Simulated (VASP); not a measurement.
Runs of VASP 6.6.1 on Pd. The structure is that of space group I4/mmm (No. 139), or close to it. The cells are those of the table. 

| cell | further INCAR settings | gap on the mesh (eV) | pressure (GPa) |
| --- | --- | --- | --- |
| a = 2.923, b = 2.923, c = 2.520 Å, angles 64.5, 64.5, 51.1°, 1 atom | ALGO = Fast; EDIFF = 1e-06; NBANDS = 11 | none | (c) |
| a = 2.678, b = 2.678, c = 3.175 Å, angles 53.6, 53.6, 72.7°, 1 atom | ALGO = Fast; EDIFF = 1e-06; NBANDS = 11 | none | (a) |
| a = 3.001, b = 3.001, c = 2.451 Å, angles 65.9, 65.9, 48.2°, 1 atom | ALGO = Fast; EDIFF = 1e-06; NBANDS = 11 | none | 22.6 |
| a = 2.695, b = 2.695, c = 2.904 Å, angles 57.4, 57.4, 65.2°, 1 atom | ALGO = Fast; EDIFF = 1e-06; NBANDS = 11 | none | (b) |
| a = 3.063, b = 3.063, c = 2.403 Å, angles 66.9, 66.9, 46.2°, 1 atom | ALGO = Fast; EDIFF = 1e-06; NBANDS = 11 | none | 30.2 |
| a = 2.859, b = 2.859, c = 2.588 Å, angles 63.1, 63.1, 53.8°, 1 atom | ALGO = Fast; EDIFF = 1e-07; NBANDS = 11 | none | 10.4 |
| a = 2.717, b = 2.717, c = 2.828 Å, angles 58.6, 58.6, 62.7°, 1 atom | ALGO = Fast; EDIFF = 1e-06; NBANDS = 11 | none | 7.7 |
| a = 2.680, b = 2.680, c = 2.988 Å, angles 56.1, 56.1, 67.8°, 1 atom | ALGO = Fast; EDIFF = 1e-06; NBANDS = 11 | none | 8.6 |
| a = 2.801, b = 2.801, c = 2.664 Å, angles 61.6, 61.6, 56.8°, 1 atom | ALGO = Fast; EDIFF = 1e-06; NBANDS = 11 | none | 8.1 |

Alike in all rows: task single point; level PBE; potentials or basis VASP PAW PBE potentials, release 64 (Pd); no spin polarisation; k mesh 24 × 24 × 24; cutoff (eV) 520; smearing gaussian 0.15 eV.

Estimate the missing entries.

(a) 8.8; (b) 8.2; (c) 15.0.

A k mesh can miss the band edges, and the runs leave out spin-orbit coupling on Pd.

A gap of «none» marks levels without a gap at the run's occupations.
